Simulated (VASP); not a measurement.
A run of VASP 6.6.1:

The input INCAR:

```
PREC = Accurate
ENCUT = 500
EDIFF = 1E-6
ISMEAR = -1
SIGMA = 0.05
LREAL = False
LASPH = True
NELM = 120
ALGO = Normal
ISIF = 2
LWAVE = False
LCHARG = True
GGA = PE
LELF = True
LVHAR = True
NBANDS = 56
GGA_COMPAT = False
```

Contents of KPOINTS:

```
Automatic mesh
0
Gamma
  10 10 10
```

The input POSCAR:

```
SiMo3
1.0
    4.8268702719      0.0000000000      0.0000000000
    0.0000000000      4.8268702719      0.0000000000
    0.0000000000      0.0000000000      4.8268702719
Si Mo
2 6
Direct
    0.0000000000      0.0000000000      0.0000000000
    0.5000000000      0.5000000000      0.5000000000
    0.2500000000      0.0000000000      0.5000000000
    0.5000000000      0.7500000000      0.0000000000
    0.7500000000      0.0000000000      0.5000000000
    0.5000000000      0.2500000000      0.0000000000
    0.0000000000      0.5000000000      0.7500000000
    0.0000000000      0.5000000000      0.2500000000
```

Potentials or basis: VASP PAW PBE potentials, release 64 (Si, Mo_sv).

Launch:

```console
$ cat potpaw_PBE.64/Si/POTCAR potpaw_PBE.64/Mo_sv/POTCAR > POTCAR
$ mpirun -np 1 vasp_std > vasp.out
```

Hardware: 1 thread of Oxide Virtual Turin-like Processor, on a shared host.

Problem. How long does it take, and how much memory?

Solution. Wall time 5.7 min on 1 thread of Oxide Virtual Turin-like Processor, with other jobs on the host, peak memory 0.32 GiB. Counts: scf iterations 13, k points 56.
